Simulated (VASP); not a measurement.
Wanted: the native input for a VASP 6.6.1 run.

| Item | Value |
| --- | --- |
| Task | relaxation of cell and atoms |
| Functional | PBEsol |
| Potentials or basis | VASP PAW PBE potentials, release 64 (Cu) |
| Cutoff | 600 eV |
| k mesh | 23 × 23 × 23 |
| Occupations | gaussian, width 0.1 eV |
| Spin | no spin polarisation |
| Target pressure | 20 GPa |
| Dipole correction | no |
| Further INCAR settings | ALGO = Normal; EDIFF = 1e-06; IBRION = 2; EDIFFG = -0.02; NSW = 80; ISIF = 3 |

The structure of Cu lies in POSCAR:

```
Cu
1.0
    1.4350000000      1.4350000000      1.4350000000
   -1.4350000000      1.4350000000      1.4350000000
   -1.4350000000     -1.4350000000      1.4350000000
Cu
1
Direct
    0.0000000000      0.0000000000      0.0000000000
```

One way to write it, as run:

INCAR

```
SYSTEM = Cu
PREC     = Accurate       ! precision mode
ENCUT    = 600            ! plane-wave cutoff, eV
EDIFF    = 1E-6           ! SCF threshold, eV
ISMEAR   = 0              ! smearing method
SIGMA    = 0.1            ! smearing width, eV
LREAL    = .FALSE.        ! projectors in reciprocal space
LASPH    = .TRUE.         ! aspherical terms in the spheres
NELM     = 100            ! most SCF steps
ALGO     = Normal         ! electronic algorithm
ISIF     = 3              ! what is computed and relaxed
LWAVE    = .FALSE.        ! write WAVECAR
LCHARG   = .FALSE.        ! write CHGCAR
GGA      = PS             ! functional
IBRION   = 2              ! ionic algorithm
NSW      = 80             ! ionic steps
EDIFFG   = -0.02          ! ionic threshold
PSTRESS  = 200.0
```

KPOINTS

```
regular mesh
0
G
  23 23 23
  0 0 0
```

Potentials or basis: VASP PAW PBE potentials, release 64 (Cu).

The run is started by

```bash
$ cat potpaw_PBE.64/Cu/POTCAR > POTCAR
$ mpirun -np 1 vasp_std > vasp.out
```

Results of the run:

* Relaxed volume: 10.36 Å³/atom
* Relaxed cell: a = 2.379 Å, b = 2.379 Å, c = 2.379 Å, α = 70.53°, β = 109.47°, γ = 70.53°
* Space group after relaxing (to 0.05 Å): Im-3m (No. 229)
* Energy change on relaxing (the enthalpy is what falls): +52.6 meV/atom
* Ionic steps: 4
* Pressure after relaxing: 19.9 GPa

Caveat: the cell is relaxed towards a set pressure, so the enthalpy falls and the energy may rise; the PAW data sets were made with another functional, which shifts forces and pressure a little.

Wall time 74 s on 1 thread of Intel(R) Xeon(R) Platinum 8488C (Sapphire Rapids), on a shared host, peak memory 0.18 GiB.
